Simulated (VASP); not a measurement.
# NbAs (I4_1md) in VASP: a series of runs, part 3 of 3

VASP 6.6.1. The steps go on from the part before.

## (5) Electric field gradients, LDA (zz strain of +1 %)

INCAR

```
  ALGO = Normal
  EDIFF = 1E-8
  ENCUT = 400
  GGA_COMPAT = False
  ISIF = 2
  ISMEAR = -1
  LASPH = True
  LCHARG = False
  LEFG = True
  LREAL = False
  LWAVE = False
  NBANDS = 26
  NELM = 120
  PREC = Accurate
  SIGMA = 0.08
```

KPOINTS

```
k-points
0
Gamma
  15 15 15
```

POSCAR

```
NbAs
1.0
   -1.7258500000      1.7258500000      5.8984000000
    1.7258500000     -1.7258500000      5.8984000000
    1.7258500000      1.7258500000     -5.8984000000
Nb As
2 2
Direct
    0.7500000000      0.7500000000      0.0000000000
    0.5000000000      0.0000000000      0.5000000000
    0.1660000000      0.1660000000      0.0000000000
    0.9160000000      0.4160000000      0.5000000000
```

Potentials or basis: VASP PAW LDA potentials, release 64 (Nb_sv, As).

Command:

```
> cat potpaw_LDA.64/Nb_sv/POTCAR potpaw_LDA.64/As/POTCAR > POTCAR
> mpirun -np 1 vasp_std > vasp.out
```

OUTCAR:

```text
EDIFF = 1E-8
   ENCUT = 400
   ISIF = 2
   ISMEAR = -1
   LASPH = True
   LREAL = False
   NELM = 120
   PREC = Accurate

 ion  position               nearest neighbor table
   1  0.750  0.750  0.000-   4 2.61   4 2.61   3 2.63   3 2.63   3 2.63   3 2.63
   2  0.500  0.000  0.500-   3 2.61   3 2.61   4 2.63   4 2.63   4 2.63   4 2.63
   3  0.166  0.166  0.000-   2 2.61   2 2.61   1 2.63   1 2.63   1 2.63   1 2.63
   4  0.916  0.416  0.500-   1 2.61   1 2.61   2 2.63   2 2.63   2 2.63   2 2.63

  LATTYP: Found a body centered tetragonal cell.
 ALAT       =     3.4517000000
 C/A-ratio  =     3.4176782455

  Lattice vectors:

 A1 = (  -1.7258500000,   1.7258500000,   5.8984000000)
 A2 = (   1.7258500000,  -1.7258500000,   5.8984000000)
 A3 = (   1.7258500000,   1.7258500000,  -5.8984000000)

Analysis of symmetry for initial positions (statically):
=====================================================================
 Subroutine PRICEL returns:
 Original cell was already a primitive cell.

 Routine SETGRP: Setting up the symmetry group for a
 body centered tetragonal supercell.

 Subroutine GETGRP returns: Found  8 space group operations
 (whereof  4 operations were pure point group operations)
 out of a pool of 16 trial point group operations.

The static configuration has the point symmetry C_2v.
 The point group associated with its full space group is C_4v.

Analysis of symmetry for dynamics (positions and initial velocities):
=====================================================================
 Subroutine PRICEL returns:
 Original cell was already a primitive cell.

 Routine SETGRP: Setting up the symmetry group for a
 body centered tetragonal supercell.

 Subroutine GETGRP returns: Found  8 space group operations
 (whereof  4 operations were pure point group operations)
 out of a pool of 16 trial point group operations.

The dynamic configuration has the point symmetry C_2v.
 The point group associated with its full space group is C_4v.

 Subroutine INISYM returns: Found  8 space group operations
 (whereof  4 operations are pure point group operations),
 and found     1 'primitive' translations

----------------------------------------------------------------------------------------

                                     Primitive cell

  volume of cell :      70.2749

  direct lattice vectors                    reciprocal lattice vectors
    -1.725850000  1.725850000  5.898400000     0.000000000  0.289712316  0.084768751
     1.725850000 -1.725850000  5.898400000     0.289712316  0.000000000  0.084768751
     1.725850000  1.725850000 -5.898400000     0.289712316  0.289712316  0.000000000

  length of vectors
     6.383434734  6.383434734  6.383434734     0.301859184  0.301859184  0.409715086

  position of ions in fractional coordinates (direct lattice)
     0.750000000  0.750000000  0.000000000
     0.500000000  0.000000000  0.500000000
     0.166000000  0.166000000  0.000000000
     0.916000000  0.416000000  0.500000000

  ion indices of the primitive-cell ions
   primitive index   ion index
                 1           1
                 2           2
                 3           3
                 4           4

[... 83 lines left out ...]
   NUPDOWN=      -1.0000    fix difference up-down
   EMIN   =  10.00;   EMAX   =-10.00  energy-range for DOS
   EFERMI =   0.00;   METHOD = LEGACY
   ISMEAR =    -1;   SIGMA  =   0.08  broadening in eV -4-tet -1-fermi 0-gaus
   EFERMI_NEDOS =   21; number of points for ismear=-14 and -15
   IALGO  =     38    algorithm
   IMIX   =      4    mixing-type and parameters
     AMIX     =   0.40;   BMIX     =  1.00
     AMIX_MAG =   1.60;   BMIX_MAG =  1.00
  volume/ion in A,a.u.               =      17.57       118.56
  Fermi-wavevector in a.u.,A,eV,Ry     =   1.309912  2.475375 23.345833  1.715870
  Thomas-Fermi vector in A             =   2.440479
   LORBIT       =      0    0 simple, 1 ext, 2 COOP (PROOUT), +10 PAW based schemes
   GGA     = CA    functional components
   LHFCALC =     F    Hartree Fock is set to
   AEXX    =    0.0000 exact exchange contribution
   IVDW    =     0    specifies the selected vdW correction
   LEPSILON=     F    determine dielectric tensor
   LRPA    =     F    only Hartree local field effects (RPA)
 non-spin polarized calculation
  energy-cutoff  :      400.00
  volume of cell :       70.27
 maximum number of plane-waves:      1295
 NGX is ok and might be reduce to    42
   NGX = 21   NGY = 21   NGZ = 21

 number of electron      36.0000002 magnetization

 Free energy of the ion-electron system (eV)
  ---------------------------------------------------
  ext. energy  EPLUGINS =         0.00000000
  ---------------------------------------------------
  free energy    TOTEN  =       -36.32310139 eV

  energy without entropy =      -36.30776619  energy(sigma->0) =      -36.31543379

 E-fermi :   9.4229     XC(G=0): -11.9683

 val. band max:        9.4023629188   @ k =  -0.0667  -0.4667   0.0667
 cond. band min:       9.4381825123   @ k =  -0.3333   0.4667   0.3333
 fundamental gap:      0.0358195934
 Fermi energy:         9.4228858742

 k-point     1 :       0.0000    0.0000    0.0000
  band No.  band energies     occupation
      1     -45.3874      2.00000
      2     -45.3608      2.00000
      3     -21.7690      2.00000
      4     -21.6605      2.00000
      5     -21.6605      2.00000
      6     -21.5050      2.00000
[... 685 lines left out ...]
     25      13.6246      0.00000
     26      14.2358      0.00000

 [... further k-points ...]
[... 5 lines left out ...]
  --------------------------------------------------------------------------------------
  -------------------------------------------------------------------------------------
  Total       -3.0324582     -3.0324582     -3.0341091      0.0000000      0.0000000      0.0000000
  in kB      -69.1361364    -69.1361364    -69.1737736      0.0000000      0.0000000      0.0000000
  external PRESSURE =     -69.1486822 kB  Pullay stress =       0.0000000 kB

 VOLUME and BASIS-vectors are now :
 -----------------------------------------------------------------------------
  energy-cutoff  :      400.00
  volume of cell :       70.27
      direct lattice vectors                 reciprocal lattice vectors
    -1.725850000  1.725850000  5.898400000     0.000000000  0.289712316  0.084768751
     1.725850000 -1.725850000  5.898400000     0.289712316  0.000000000  0.084768751
     1.725850000  1.725850000 -5.898400000     0.289712316  0.289712316  0.000000000

 POSITION                                       TOTAL-FORCE (eV/Angst)
 -----------------------------------------------------------------------------------
      0.00000      0.00000      8.84760         0.000000     -0.000000     -0.207323
      0.00000      1.72585      0.00000        -0.000000      0.000000     -0.207323
      0.00000      0.00000      1.95827        -0.000000     -0.000000      0.207323
      0.00000      1.72585      4.90747         0.000000      0.000000      0.207323
 -----------------------------------------------------------------------------------
    total drift:                               -0.000001     -0.000001      0.000858

  FREE ENERGIE OF THE ION-ELECTRON SYSTEM (eV)
  ---------------------------------------------------
  free  energy   TOTEN  =       -36.3231013856 eV

  energy  without entropy=      -36.3077661909  energy(sigma->0) =      -36.31543379

 Electric field gradients (V/A^2)
---------------------------------------------------------------------
 ion       V_xx      V_yy      V_zz      V_xy      V_xz      V_yz
---------------------------------------------------------------------
   1      13.614   -16.652     3.037     0.000     0.000     0.000
   2     -16.652    13.614     3.037     0.000     0.000     0.000
   3      -1.050   -23.305    24.355    -0.000    -0.000    -0.000
   4     -23.305    -1.050    24.355    -0.000    -0.000    -0.000
---------------------------------------------------------------------

 Electric field gradients after diagonalization (V/A^2)
 (convention: |V_zz| > |V_xx| > |V_yy|)
----------------------------------------------------------------------
 ion       V_xx      V_yy      V_zz     asymmetry (V_yy - V_xx)/ V_zz
----------------------------------------------------------------------
   1      13.614     3.037   -16.652       0.635
   2      13.614     3.037   -16.652       0.635
   3     -23.305    -1.050    24.355       0.914
   4     -23.305    -1.050    24.355       0.914
----------------------------------------------------------------------

           NMR quadrupolar parameters

 Cq : quadrupolar parameter    Cq=e*Q*V_zz/h
 eta: asymmetry parameters     (V_yy - V_xx)/ V_zz
 Q  : nuclear electric quadrupole moment in mb (millibarn)
----------------------------------------------------------------------
 ion       Cq(MHz)       eta       Q (mb)
----------------------------------------------------------------------
   1      -0.040       0.635       1.000
   2      -0.040       0.635       1.000
   3       0.059       0.914       1.000
   4       0.059       0.914       1.000
----------------------------------------------------------------------
```

OSZICAR:

```text
N       E                     dE             d eps       ncg     rms          rms(c)
DAV:   1     0.301563778193E+03    0.30156E+03   -0.16542E+04 15104   0.113E+03
DAV:   2    -0.120769119665E+02   -0.31364E+03   -0.30504E+03 19052   0.455E+02
DAV:   3    -0.369061918897E+02   -0.24829E+02   -0.24510E+02 27880   0.932E+01
DAV:   4    -0.383117134310E+02   -0.14055E+01   -0.13981E+01 22408   0.187E+01
DAV:   5    -0.383720382832E+02   -0.60325E-01   -0.60273E-01 27168   0.415E+00    0.112E+01
DAV:   6    -0.363689841954E+02    0.20031E+01   -0.67571E+00 23520   0.180E+01    0.319E+00
DAV:   7    -0.363421038355E+02    0.26880E-01   -0.42206E-01 22448   0.370E+00    0.192E+00
DAV:   8    -0.363233731083E+02    0.18731E-01   -0.65053E-02 23104   0.136E+00    0.389E-01
DAV:   9    -0.363231483281E+02    0.22478E-03   -0.50175E-03 26488   0.424E-01    0.208E-01
DAV:  10    -0.363231149546E+02    0.33373E-04   -0.10922E-03 21808   0.299E-01    0.346E-02
DAV:  11    -0.363231023252E+02    0.12629E-04   -0.68923E-05 23360   0.743E-02    0.134E-02
DAV:  12    -0.363231014017E+02    0.92358E-06   -0.49425E-06 24216   0.196E-02    0.345E-03
DAV:  13    -0.363231013993E+02    0.23574E-08   -0.12190E-07 22832   0.329E-03    0.131E-03
DAV:  14    -0.363231013856E+02    0.13665E-07   -0.82519E-08 20808   0.275E-03    0.266E-04
DAV:  15    -0.363231013856E+02    0.77307E-10   -0.46739E-09 11048   0.653E-04
   1 F= -.36323101E+02 E0= -.36315434E+02  d E =-.153352E-01
```

It took 23 min on 1 thread of Intel Xeon 8259CL, shared host; peak memory 0.45 GiB.

What came out:

```
Free energy                             : -36.3231 eV
Pressure                                : -6.9 GPa
Largest force                           : 0.207 eV/Å
Band gap on the k mesh                  : zero (bands 18 and 19 overlap by 0.05 eV)
Largest electric field gradient by atom : Nb -16.7; As +24.4 V/Å²
```

Forces on the atoms (eV/Å):
```
Nb   0.000  0.000 -0.207
Nb   0.000  0.000 -0.207
As   0.000  0.000  0.207
As   0.000  0.000  0.207
```

Levels at points of the mesh, in eV from the Fermi level:
```
           k point  band 16  band 17  band 18  band 19  band 20  band 21
(0.00, 0.00, 0.00)    -1.69    -1.34    -1.34     0.76     1.30     2.36
```

Electric field gradients, principal values (V/Å²):
```tsv
atom	least	middle	greatest (by size)
1 Nb	3.037	13.614	-16.652
2 Nb	3.037	13.614	-16.652
3 As	-1.050	-23.305	24.355
4 As	-1.050	-23.305	24.355
```

Caveat: the cell differs from its parent crystal (zz strain of +1 %); the cell stands under tension; without QUAD_EFG the Cq values of the log hold for a quadrupole moment of 1 mb, not for the nuclei.

## (6) Electric field gradients, LDA (17.05 Å³/atom)

This run uses another cell than the first one, of 17.05 Å³/atom.

INCAR

```
SYSTEM = NbAs
  PREC = Accurate
  ENCUT = 520
  EDIFF = 1E-8
  ISMEAR = -1
  SIGMA = 0.08
  LREAL = .False.
  LASPH = .True.
  NELM = 100
  ALGO = Normal
  ISIF = 2
  LWAVE = .False.
  LCHARG = .False.
  LEFG = .True.
  NBANDS = 26
```

KPOINTS

```
regular mesh
0
Gamma
  15 15 15
  0 0 0
```

POSCAR

```
NbAs
1.0
   -1.7142667651      1.7142667651      5.8008041881
    1.7142667651     -1.7142667651      5.8008041881
    1.7142667651      1.7142667651     -5.8008041881
Nb As
2 2
Direct
    0.7500000000      0.7500000000      0.0000000000
    0.5000000000      0.0000000000      0.5000000000
    0.1660000000      0.1660000000      0.0000000000
    0.9160000000      0.4160000000      0.5000000000
```

Potentials or basis: VASP PAW LDA potentials, release 64 (Nb_sv, As).

Command:

```
> cat potpaw_LDA.64/Nb_sv/POTCAR potpaw_LDA.64/As/POTCAR > POTCAR
> mpirun -np 1 vasp_std > vasp.out
```

OUTCAR:

```text
SYSTEM = NbAs
   PREC = Accurate
   ENCUT = 520
   EDIFF = 1E-8
   ISMEAR = -1
   LREAL = .False.
   LASPH = .True.
   NELM = 100
   ISIF = 2

 ion  position               nearest neighbor table
   1  0.750  0.750  0.000-   4 2.58   4 2.58   3 2.61   3 2.61   3 2.61   3 2.61
   2  0.500  0.000  0.500-   3 2.58   3 2.58   4 2.61   4 2.61   4 2.61   4 2.61
   3  0.166  0.166  0.000-   2 2.58   2 2.58   1 2.61   1 2.61   1 2.61   1 2.61
   4  0.916  0.416  0.500-   1 2.58   1 2.58   2 2.61   2 2.61   2 2.61   2 2.61

  LATTYP: Found a body centered tetragonal cell.
 ALAT       =     3.4285335302
 C/A-ratio  =     3.3838398470

  Lattice vectors:

 A1 = (  -1.7142667651,   1.7142667651,   5.8008041881)
 A2 = (   1.7142667651,  -1.7142667651,   5.8008041881)
 A3 = (   1.7142667651,   1.7142667651,  -5.8008041881)

[... 902 lines left out ...]

 POSITION                                       TOTAL-FORCE (eV/Angst)
 -----------------------------------------------------------------------------------
      0.00000      0.00000      8.70121         0.000000     -0.000000     -0.301700
      0.00000      1.71427      0.00000        -0.000000      0.000000     -0.301700
      0.00000      0.00000      1.92587        -0.000000      0.000000      0.301700
     -0.00000      1.71427      4.82627         0.000000     -0.000000      0.301700
 -----------------------------------------------------------------------------------
    total drift:                               -0.000000     -0.000000     -0.000071

  FREE ENERGIE OF THE ION-ELECTRON SYSTEM (eV)
  ---------------------------------------------------
  free  energy   TOTEN  =       -36.3739137279 eV

  energy  without entropy=      -36.3593352907  energy(sigma->0) =      -36.36662451

 Electric field gradients (V/A^2)
---------------------------------------------------------------------
 ion       V_xx      V_yy      V_zz      V_xy      V_xz      V_yz
---------------------------------------------------------------------
   1      16.137   -14.705    -1.432    -0.000    -0.000    -0.000
   2     -14.705    16.137    -1.432    -0.000    -0.000    -0.000
   3      -0.694   -25.319    26.013     0.000     0.000     0.000
   4     -25.319    -0.694    26.013     0.000     0.000     0.000
---------------------------------------------------------------------

 Electric field gradients after diagonalization (V/A^2)
 (convention: |V_zz| > |V_xx| > |V_yy|)
----------------------------------------------------------------------
 ion       V_xx      V_yy      V_zz     asymmetry (V_yy - V_xx)/ V_zz
----------------------------------------------------------------------
   1     -14.705    -1.432    16.137       0.822
   2     -14.705    -1.432    16.137       0.822
   3     -25.319    -0.694    26.013       0.947
   4     -25.319    -0.694    26.013       0.947
----------------------------------------------------------------------

           NMR quadrupolar parameters

 Cq : quadrupolar parameter    Cq=e*Q*V_zz/h
 eta: asymmetry parameters     (V_yy - V_xx)/ V_zz
 Q  : nuclear electric quadrupole moment in mb (millibarn)
----------------------------------------------------------------------
 ion       Cq(MHz)       eta       Q (mb)
----------------------------------------------------------------------
   1       0.039       0.822       1.000
   2       0.039       0.822       1.000
   3       0.063       0.947       1.000
   4       0.063       0.947       1.000
----------------------------------------------------------------------
```

stdout:

```text
POSCAR found type information on POSCAR NbAs
 POSCAR found :  2 types and       4 ions
 scaLAPACK will be used
 LDA part: xc-table for (Slater(with rela. corr.)+CA(PZ))
 , standard interpolation
 POSCAR, INCAR and KPOINTS ok, starting setup
 FFT: planning ... GRIDC
 FFT: planning ... GRID_SOFT
 FFT: planning ... GRID
 WAVECAR not read
 entering main loop
ion   1

ion   2

ion   3

ion   4
```

Wall time 14 min (1 thread of Intel Xeon Platinum 8375C at 2.90GHz (Ice Lake), shared host); peak memory 0.58 GiB.

Results:

```
Free energy                             : -36.3739 eV
Pressure                                : -1.8 GPa
Largest force                           : 0.302 eV/Å
Band gap on the k mesh                  : zero (bands 18 and 19 overlap by 0.04 eV)
Largest electric field gradient by atom : Nb +16.1; As +26.0 V/Å²
```

Forces in eV/Å, atoms in the order of the input:
```
Nb   0.000  0.000 -0.302
Nb   0.000  0.000 -0.302
As   0.000  0.000  0.302
As   0.000  0.000  0.302
```

Stress tensor (GPa, compression positive):
```
-2.10  0.00  0.00
 0.00 -2.10  0.00
 0.00  0.00 -1.06
```

Levels at points of the mesh, in eV from the Fermi level:
```
           k point  band 15  band 16  band 17  band 18  band 19  band 20  band 21  band 22
(0.00, 0.00, 0.00)    -2.07    -1.71    -1.39    -1.39     0.75     1.34     2.48     3.11
```

Electric field gradients, principal values (V/Å²):
```csv
atom,least,middle,greatest (by size)
1 Nb,-1.432,-14.705,16.137
2 Nb,-1.432,-14.705,16.137
3 As,-0.694,-25.319,26.013
4 As,-0.694,-25.319,26.013
```

Caveat: without QUAD_EFG the Cq values of the log hold for a quadrupole moment of 1 mb, not for the nuclei.

## (7) The runs side by side

```tsv
cell	cutoff (eV)	gap on the mesh (eV)	pressure (GPa)	largest force (eV/Å)
a = 6.308 Å, angles 148.4, 148.4, 45.4°, 4 atoms	520	none	-3.5	0.29
a = 6.351 Å, angles 148.4, 148.4, 45.4°, 4 atoms	520	none	-6.8	0.26
a = 6.222 Å, angles 147.8, 147.8, 46.2°, 4 atoms	400	none	-2.2	0.44
a = 6.383 Å, angles 148.6, 148.6, 45.0°, 4 atoms	400	none	-6.9	0.21
a = 6.287 Å, angles 148.4, 148.4, 45.4°, 4 atoms	520	none	-1.8	0.30
```

Alike in all rows: task electric field gradients; level LDA; potentials or basis VASP PAW LDA potentials, release 64 (Nb_sv, As); no spin polarisation; k mesh 15 × 15 × 15; smearing fermi-dirac 0.08 eV.

Caveats: the cell stands under tension (at least some runs).

Total energies depend on the potentials used, so only differences within one code and one set of settings carry meaning.
